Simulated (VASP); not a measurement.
# Cr (Im-3m) in VASP: a series of runs

Aim: see how the results for Cr move with the level of theory and the settings. Levels: RPBE, BLYP, LDA, PBEsol. Tasks: single point.

Program: VASP 6.6.1. These are calculated values, not measurements. Logs are shortened: lines on timing, memory, paths and dates and some standing lists are left out, and cuts for length are marked.

### 1 The cell of the first run

Symmetry: Im-3m, No. 229, cubic system. The conventional cell has a = 2.969 Å, b = 2.969 Å, c = 2.969 Å, α = 90.00°, β = 90.00°, γ = 90.00°. Within 3.4 Å of Cr (site symmetry m-3m) lie 14 Cr at 2.57 to 2.97 Å.

### 2 Single point, RPBE, collinear spin, ferromagnetic start

File INCAR:

```
ALGO = Normal ; EDIFF = 1E-6
ENCUT = 520 ; GGA = RP
ISIF = 2 ; ISMEAR = -1
ISPIN = 2 ; LASPH = T
LCHARG = T ; LELF = T
LMAXMIX = 4 ; LORBIT = 11
LREAL = F ; LVHAR = T
LWAVE = F ; MAGMOM = 3 3
NBANDS = 23 ; NELM = 150
PREC = Accurate ; SIGMA = 0.15
```

File KPOINTS:

```
k-points
0
Gamma
  11 11 11
```

File POSCAR:

```
Cr
1.0
    2.9688990000      0.0000000000      0.0000000000
    0.0000000000      2.9688990000      0.0000000000
    0.0000000000      0.0000000000      2.9688990000
Cr
2
Direct
    0.0000000000      0.0000000000      0.0000000000
    0.5000000000      0.5000000000      0.5000000000
```

Potentials or basis: VASP PAW PBE potentials, release 64 (Cr_pv).

On the command line:

```console
$ cat potpaw_PBE.64/Cr_pv/POTCAR > POTCAR
$ mpirun -np 1 vasp_std > vasp.out
```

OUTCAR:

```text
EDIFF = 1E-6
   ENCUT = 520
   GGA = RP
   ISIF = 2
   ISMEAR = -1
   ISPIN = 2
   LASPH = T
   LORBIT = 11
   LREAL = F
   NELM = 150
   PREC = Accurate

 ion  position               nearest neighbor table
   1  0.000  0.000  0.000-   2 2.57   2 2.57   2 2.57   2 2.57   2 2.57   2 2.57   2 2.57   2 2.57

   2  0.500  0.500  0.500-   1 2.57   1 2.57   1 2.57   1 2.57   1 2.57   1 2.57   1 2.57   1 2.57

  LATTYP: Found a simple cubic cell.
 ALAT       =     2.9688990000

  Lattice vectors:

 A1 = (   2.9688990000,   0.0000000000,   0.0000000000)
 A2 = (   0.0000000000,   2.9688990000,   0.0000000000)
 A3 = (   0.0000000000,   0.0000000000,   2.9688990000)

Analysis of symmetry for initial positions (statically):
=====================================================================
 Subroutine PRICEL returns following result:

  LATTYP: Found a body centered cubic cell.
 ALAT       =     2.9688990000
[... 12 lines left out ...]
 Subroutine GETGRP returns: Found 48 space group operations
 (whereof 48 operations were pure point group operations)
 out of a pool of 48 trial point group operations.

The static configuration has the point symmetry O_h .

Analysis of symmetry for dynamics (positions and initial velocities):
=====================================================================
 Subroutine PRICEL returns following result:

  LATTYP: Found a body centered cubic cell.
 ALAT       =     2.9688990000
[... 12 lines left out ...]
 Subroutine GETGRP returns: Found 48 space group operations
 (whereof 48 operations were pure point group operations)
 out of a pool of 48 trial point group operations.

The dynamic configuration has the point symmetry O_h .

Analysis of structural, dynamic, and magnetic symmetry:
=====================================================================
 Subroutine PRICEL returns following result:

  LATTYP: Found a body centered cubic cell.
 ALAT       =     2.9688990000
[... 12 lines left out ...]
 Subroutine GETGRP returns: Found 48 space group operations
 (whereof 48 operations were pure point group operations)
 out of a pool of 48 trial point group operations.

The overall configuration has the point symmetry O_h .

 Subroutine INISYM returns: Found 48 space group operations
 (whereof 48 operations are pure point group operations),
 and found     2 'primitive' translations

----------------------------------------------------------------------------------------

                                     Primitive cell

[... 104 lines left out ...]
   EFERMI_NEDOS =   21; number of points for ismear=-14 and -15
   IALGO  =     38    algorithm
   IMIX   =      4    mixing-type and parameters
     AMIX     =   0.40;   BMIX     =  1.00
     AMIX_MAG =   1.60;   BMIX_MAG =  1.00
  volume/ion in A,a.u.               =      13.08        88.30
  Fermi-wavevector in a.u.,A,eV,Ry     =   1.590559  3.005721 34.421085  2.529878
  Thomas-Fermi vector in A             =   2.689235
   LORBIT       =     11    0 simple, 1 ext, 2 COOP (PROOUT), +10 PAW based schemes
   GGA     = RP    functional components
   LHFCALC =     F    Hartree Fock is set to
   AEXX    =    0.0000 exact exchange contribution
   IVDW    =     0    specifies the selected vdW correction
   LEPSILON=     F    determine dielectric tensor
   LRPA    =     F    only Hartree local field effects (RPA)
 spin polarized calculation
  energy-cutoff  :      520.00
  volume of cell :       26.17
 maximum number of plane-waves:       739
 NGX is ok and might be reduce to    24
   NGX = 11   NGY = 11   NGZ = 11

 number of electron      24.0000016 magnetization      -0.0289650

 number of electron      24.0000016 magnetization       0.0000267

 Free energy of the ion-electron system (eV)
  ---------------------------------------------------
  ext. energy  EPLUGINS =         0.00000000
  ---------------------------------------------------
  free energy    TOTEN  =       -17.85455253 eV

  energy without entropy =      -17.71727344  energy(sigma->0) =      -17.78591298

 E-fermi :   9.3692     XC(G=0): -12.8458

 val. band max:        9.3597853004   @ k =   0.4545   0.0909   0.0000
 cond. band min:       9.3714794307   @ k =   0.2727   0.0909   0.0000
 fundamental gap:      0.0116941303
 Fermi energy:         9.3691844138

 spin component 1

 k-point     1 :       0.0000    0.0000    0.0000
  band No.  band energies     occupation
      1     -33.9582      1.00000
      2     -33.9582      1.00000
      3     -33.9582      1.00000
      4     -33.5322      1.00000
      5     -33.5322      1.00000
      6     -33.5322      1.00000
[... 613 lines left out ...]
     22      20.9145      0.00000
     23      26.5634      0.00000

 [... further k-points ...]

 spin component 2

 k-point     1 :       0.0000    0.0000    0.0000
  band No.  band energies     occupation
      1     -33.9582      1.00000
      2     -33.9582      1.00000
      3     -33.9582      1.00000
      4     -33.5322      1.00000
      5     -33.5322      1.00000
      6     -33.5322      1.00000
[... 613 lines left out ...]
     22      20.9145      0.00000
     23      26.5634      0.00000

 [... further k-points ...]
[... 5 lines left out ...]
  --------------------------------------------------------------------------------------
  -------------------------------------------------------------------------------------
  Total       -3.2736494     -3.2736494     -3.2736494      0.0000000     -0.0000000      0.0000000
  in kB     -200.4271173   -200.4271173   -200.4271173      0.0000000     -0.0000000      0.0000000
  external PRESSURE =    -200.4271173 kB  Pullay stress =       0.0000000 kB

 VOLUME and BASIS-vectors are now :
 -----------------------------------------------------------------------------
  energy-cutoff  :      520.00
  volume of cell :       26.17
      direct lattice vectors                 reciprocal lattice vectors
     2.968899000  0.000000000  0.000000000     0.336825200  0.000000000  0.000000000
     0.000000000  2.968899000  0.000000000     0.000000000  0.336825200  0.000000000
     0.000000000  0.000000000  2.968899000     0.000000000  0.000000000  0.336825200

 POSITION                                       TOTAL-FORCE (eV/Angst)
 -----------------------------------------------------------------------------------
      0.00000      0.00000      0.00000         0.000000      0.000000      0.000000
      1.48445      1.48445      1.48445        -0.000000     -0.000000     -0.000000
 -----------------------------------------------------------------------------------
    total drift:                                0.000000      0.000000     -0.000000

  FREE ENERGIE OF THE ION-ELECTRON SYSTEM (eV)
  ---------------------------------------------------
  free  energy   TOTEN  =       -17.8545525273 eV

  energy  without entropy=      -17.7172734358  energy(sigma->0) =      -17.78591298

 total charge

# of ion       s       p       d       tot
------------------------------------------
    1        0.410   6.330   4.079  10.819
    2        0.410   6.330   4.079  10.819
--------------------------------------------------
tot          0.820  12.660   8.158  21.639

 magnetization (x)

# of ion       s       p       d       tot
------------------------------------------
    1       -0.000  -0.000   0.000  -0.000
    2       -0.000  -0.000   0.000  -0.000
--------------------------------------------------
tot         -0.000  -0.000   0.000  -0.000
```

It took 73 s on 1 thread of Intel Xeon 8259CL, shared host; peak memory 0.17 GiB.

Results:

| Property | Result |
| --- | --- |
| Free energy | -17.8546 eV |
| Pressure | -20.0 GPa |
| Band gap on the k mesh | zero (filled and empty bands overlap) |
| Net moment | 0.00 μB per cell |
| Valence electrons inside the program's atomic spheres | Cr 10.82 |

Levels at points of the mesh, in eV from the Fermi level:
Spin up:
| k point | band 9 | band 10 | band 11 | band 12 | band 13 | band 14 | band 15 | band 16 |
| --- | --- | --- | --- | --- | --- | --- | --- | --- |
| (0.00, 0.00, 0.00) | -3.55 | -0.72 | -0.72 | -0.72 | 1.04 | 1.04 | 2.08 | 2.08 |
Spin down:
| k point | band 10 | band 11 | band 12 | band 13 | band 14 | band 15 |
| --- | --- | --- | --- | --- | --- | --- |
| (0.00, 0.00, 0.00) | -0.72 | -0.72 | -0.72 | 1.04 | 1.04 | 2.08 |

Caveat: the cell stands under tension; an empty level that is flat over the whole mesh can mark a ghost state of the potentials, or a narrow d or f band; the PAW data sets were made with another functional, which shifts forces and pressure a little.

### 3 Single point, BLYP, collinear spin, ferromagnetic start

File INCAR:

```
SYSTEM = Cr
PREC = Accurate
ENCUT = 520
EDIFF = 1E-6
ISMEAR = -1
SIGMA = 0.15
LREAL = .False.
LASPH = .True.
NELM = 150
ALGO = Normal
ISIF = 2
LWAVE = .False.
LCHARG = .False.
ISPIN = 2
MAGMOM = 3 3
LORBIT = 11
LMAXMIX = 4
GGA = B5
ALDAX = 1.0
AGGAX = 1.0
AGGAC = 1.0
ALDAC = 0.0
NBANDS = 23
```

File KPOINTS:

```
regular mesh
0
Gamma
  11 11 11
  0 0 0
```

POSCAR is that of step 2.

Potentials or basis: VASP PAW PBE potentials, release 64 (Cr_pv).

On the command line:

```console
$ cat potpaw_PBE.64/Cr_pv/POTCAR > POTCAR
$ mpirun -np 1 vasp_std > vasp.out
```

OUTCAR:

```text
SYSTEM = Cr
   PREC = Accurate
   ENCUT = 520
   EDIFF = 1E-6
   ISMEAR = -1
   LREAL = .False.
   LASPH = .True.
   NELM = 150
   ISIF = 2
   ISPIN = 2
   LORBIT = 11
   GGA = B5

 ion  position               nearest neighbor table
   1  0.000  0.000  0.000-   2 2.57   2 2.57   2 2.57   2 2.57   2 2.57   2 2.57   2 2.57   2 2.57

   2  0.500  0.500  0.500-   1 2.57   1 2.57   1 2.57   1 2.57   1 2.57   1 2.57   1 2.57   1 2.57

  LATTYP: Found a simple cubic cell.
 ALAT       =     2.9688990000

  Lattice vectors:

 A1 = (   2.9688990000,   0.0000000000,   0.0000000000)
 A2 = (   0.0000000000,   2.9688990000,   0.0000000000)
 A3 = (   0.0000000000,   0.0000000000,   2.9688990000)

Analysis of symmetry for initial positions (statically):
=====================================================================
 Subroutine PRICEL returns following result:

  LATTYP: Found a body centered cubic cell.
 ALAT       =     2.9688990000
[... 12 lines left out ...]
 Subroutine GETGRP returns: Found 48 space group operations
 (whereof 48 operations were pure point group operations)
 out of a pool of 48 trial point group operations.

The static configuration has the point symmetry O_h .

Analysis of symmetry for dynamics (positions and initial velocities):
=====================================================================
 Subroutine PRICEL returns following result:

  LATTYP: Found a body centered cubic cell.
 ALAT       =     2.9688990000
[... 12 lines left out ...]
 Subroutine GETGRP returns: Found 48 space group operations
 (whereof 48 operations were pure point group operations)
 out of a pool of 48 trial point group operations.

The dynamic configuration has the point symmetry O_h .

Analysis of structural, dynamic, and magnetic symmetry:
=====================================================================
 Subroutine PRICEL returns following result:

  LATTYP: Found a body centered cubic cell.
 ALAT       =     2.9688990000
[... 12 lines left out ...]
 Subroutine GETGRP returns: Found 48 space group operations
 (whereof 48 operations were pure point group operations)
 out of a pool of 48 trial point group operations.

The overall configuration has the point symmetry O_h .

 Subroutine INISYM returns: Found 48 space group operations
 (whereof 48 operations are pure point group operations),
 and found     2 'primitive' translations

----------------------------------------------------------------------------------------

                                     Primitive cell

  volume of cell :      13.0845

  direct lattice vectors                    reciprocal lattice vectors
     1.484449500  1.484449500 -1.484449500     0.336825200  0.336825200  0.000000000
    -1.484449500  1.484449500  1.484449500    -0.000000000  0.336825200  0.336825200
     1.484449500 -1.484449500  1.484449500     0.336825200  0.000000000  0.336825200

  length of vectors
     2.571141955  2.571141955  2.571141955     0.476342766  0.476342766  0.476342766

  position of ions in fractional coordinates (direct lattice)
     0.000000000  0.000000000  0.000000000

  ion indices of the primitive-cell ions
   primitive index   ion index
                 1           1

----------------------------------------------------------------------------------------

 KPOINTS: regular mesh

Automatic generation of k-mesh.
 Grid dimensions read from file:
 generate k-points for:   11   11   11

[... 53 lines left out ...]
 SYSTEM =  Cr
   PREC   = accura    normal or accurate (medium, high low for compatibility)
   ISTART =      0    job   : 0-new  1-cont  2-samecut
   ICHARG =      2    charge: 1-file 2-atom 10-const
   ISPIN  =      2    spin polarized calculation?
   LNONCOLLINEAR =      F non collinear calculations
   LSORBIT =      F    spin-orbit coupling
   LASPH  =      T    aspherical Exc in radial PAW
   ENCUT  =  520.0 eV  38.22 Ry    6.18 a.u.   5.52  5.52  5.52*2*pi/ulx,y,z
   NELM   =    150;   NELMIN=  2; NELMDL= -5     # of ELM steps
   EDIFF  = 0.1E-05   stopping-criterion for ELM
   LREAL  =      F    real-space projection
   EDIFFG = 0.1E-04   stopping-criterion for IOM
   NSW    =      0    number of steps for IOM
   IBRION =     -1    ionic relax: 0-MD 1-quasi-New 2-CG
   NFREE  =      0    steps in history (QN), initial steepest desc. (CG)
   ISIF   =      2    stress and relaxation
   ISYM   =      2    0-nonsym 1-usesym 2-fastsym
   POTIM  = 0.5000    time-step for ionic-motion
   TEBEG  =    0.0;   TEEND  =   0.0 temperature during run
   PSTRESS=    0.0 pullay stress
   NELECT =      24.0000    total number of electrons
   NUPDOWN=      -1.0000    fix difference up-down
   EMIN   =  10.00;   EMAX   =-10.00  energy-range for DOS
   EFERMI =   0.00;   METHOD = LEGACY
   ISMEAR =    -1;   SIGMA  =   0.15  broadening in eV -4-tet -1-fermi 0-gaus
   EFERMI_NEDOS =   21; number of points for ismear=-14 and -15
   IALGO  =     38    algorithm
   IMIX   =      4    mixing-type and parameters
     AMIX     =   0.40;   BMIX     =  1.00
     AMIX_MAG =   1.60;   BMIX_MAG =  1.00
  volume/ion in A,a.u.               =      13.08        88.30
  Fermi-wavevector in a.u.,A,eV,Ry     =   1.590559  3.005721 34.421085  2.529878
  Thomas-Fermi vector in A             =   2.689235
   LORBIT       =     11    0 simple, 1 ext, 2 COOP (PROOUT), +10 PAW based schemes
   GGA     = B5    functional components
   LHFCALC =     F    Hartree Fock is set to
   AEXX    =    0.0000 exact exchange contribution
   IVDW    =     0    specifies the selected vdW correction
   LEPSILON=     F    determine dielectric tensor
   LRPA    =     F    only Hartree local field effects (RPA)
 spin polarized calculation
  energy-cutoff  :      520.00
  volume of cell :       26.17
 maximum number of plane-waves:       739
 NGX is ok and might be reduce to    24
   NGX = 11   NGY = 11   NGZ = 11

 number of electron      24.0000016 magnetization       0.0000355

 number of electron      24.0000016 magnetization      -0.0000874

 Free energy of the ion-electron system (eV)
  ---------------------------------------------------
  ext. energy  EPLUGINS =         0.00000000
  ---------------------------------------------------
  free energy    TOTEN  =       -16.56360948 eV

  energy without entropy =      -16.41938826  energy(sigma->0) =      -16.49149887

 E-fermi :   9.7176     XC(G=0): -12.4034

 val. band max:        9.7091574565   @ k =   0.1818   0.1818   0.0909
 cond. band min:       9.7185225252   @ k =   0.3636   0.0000   0.0000
 fundamental gap:      0.0093650687
 Fermi energy:         9.7175703320

 spin component 1

 k-point     1 :       0.0000    0.0000    0.0000
  band No.  band energies     occupation
      1     -33.3843      1.00000
      2     -33.3843      1.00000
      3     -33.3843      1.00000
      4     -32.9482      1.00000
      5     -32.9482      1.00000
      6     -32.9482      1.00000
[... 613 lines left out ...]
     22      21.3670      0.00000
     23      27.2271      0.00000

 [... further k-points ...]

 spin component 2

 k-point     1 :       0.0000    0.0000    0.0000
  band No.  band energies     occupation
      1     -33.3844      1.00000
      2     -33.3844      1.00000
      3     -33.3844      1.00000
      4     -32.9483      1.00000
      5     -32.9483      1.00000
      6     -32.9483      1.00000
[... 613 lines left out ...]
     22      21.3669      0.00000
     23      27.2271      0.00000

 [... further k-points ...]
[... 5 lines left out ...]
  --------------------------------------------------------------------------------------
  -------------------------------------------------------------------------------------
  Total       -2.8384731     -2.8384731     -2.8384731     -0.0000000     -0.0000000      0.0000000
  in kB     -173.7837223   -173.7837223   -173.7837223     -0.0000000     -0.0000000      0.0000000
  external PRESSURE =    -173.7837223 kB  Pullay stress =       0.0000000 kB

 VOLUME and BASIS-vectors are now :
 -----------------------------------------------------------------------------
  energy-cutoff  :      520.00
  volume of cell :       26.17
      direct lattice vectors                 reciprocal lattice vectors
     2.968899000  0.000000000  0.000000000     0.336825200  0.000000000  0.000000000
     0.000000000  2.968899000  0.000000000     0.000000000  0.336825200  0.000000000
     0.000000000  0.000000000  2.968899000     0.000000000  0.000000000  0.336825200

 POSITION                                       TOTAL-FORCE (eV/Angst)
 -----------------------------------------------------------------------------------
      0.00000      0.00000      0.00000         0.000000      0.000000      0.000000
      1.48445      1.48445      1.48445        -0.000000     -0.000000     -0.000000
 -----------------------------------------------------------------------------------
    total drift:                                0.000000      0.000000     -0.000000

  FREE ENERGIE OF THE ION-ELECTRON SYSTEM (eV)
  ---------------------------------------------------
  free  energy   TOTEN  =       -16.5636094828 eV

  energy  without entropy=      -16.4193882648  energy(sigma->0) =      -16.49149887

 total charge

# of ion       s       p       d       tot
------------------------------------------
    1        0.369   6.321   4.150  10.840
    2        0.369   6.321   4.150  10.840
--------------------------------------------------
tot          0.738  12.641   8.300  21.680

 magnetization (x)

# of ion       s       p       d       tot
------------------------------------------
    1       -0.000  -0.000  -0.000  -0.000
    2       -0.000  -0.000  -0.000  -0.000
--------------------------------------------------
tot         -0.000  -0.000  -0.000  -0.000
```

OSZICAR:

```text
N       E                     dE             d eps       ncg     rms          rms(c)
DAV:   1     0.248680993170E+03    0.24868E+03   -0.13295E+04  5152   0.127E+03
DAV:   2    -0.899999993421E+01   -0.25768E+03   -0.24834E+03  5264   0.376E+02
DAV:   3    -0.169882583273E+02   -0.79883E+01   -0.79160E+01  6398   0.780E+01
DAV:   4    -0.170598133762E+02   -0.71555E-01   -0.71450E-01  5772   0.743E+00
DAV:   5    -0.170607977646E+02   -0.98439E-03   -0.98405E-03  5525   0.827E-01    0.227E+01
DAV:   6    -0.164534400627E+02    0.60736E+00   -0.97883E+00  5418   0.346E+01    0.552E+00
DAV:   7    -0.165568420954E+02   -0.10340E+00   -0.37673E-01  5488   0.508E+00    0.312E+00
DAV:   8    -0.165655720725E+02   -0.87300E-02   -0.10043E-02  5782   0.111E+00    0.122E+00
DAV:   9    -0.165626717075E+02    0.29004E-02   -0.62128E-03  5313   0.770E-01    0.348E-01
DAV:  10    -0.165634972507E+02   -0.82554E-03   -0.16241E-03  5579   0.384E-01    0.106E-01
DAV:  11    -0.165636055336E+02   -0.10828E-03   -0.63274E-05  5768   0.673E-02    0.310E-02
DAV:  12    -0.165636136442E+02   -0.81106E-05   -0.16727E-05  5747   0.325E-02    0.163E-02
DAV:  13    -0.165636095094E+02    0.41347E-05   -0.62253E-06  5530   0.187E-02    0.388E-03
DAV:  14    -0.165636094828E+02    0.26586E-07   -0.38250E-07  3003   0.636E-03
   1 F= -.16563609E+02 E0= -.16491499E+02  d E =-.144221E+00  mag=     0.0000
```

Wall time 96 s (1 thread of Intel Xeon 8259CL, shared host); peak memory 0.18 GiB.

What came out:

| Item | Value |
| --- | --- |
| Free energy | -16.5636 eV |
| Pressure | -17.4 GPa |
| Band gap on the k mesh | zero (filled and empty bands overlap) |
| Net moment | 0.00 μB per cell |
| Valence electrons inside the program's atomic spheres | Cr 10.84 |

Caveat: the cell stands under tension; an empty level that is flat over the whole mesh can mark a ghost state of the potentials, or a narrow d or f band; the PAW data sets were made with another functional, which shifts forces and pressure a little.

(Part 1 of 2 ends here.)
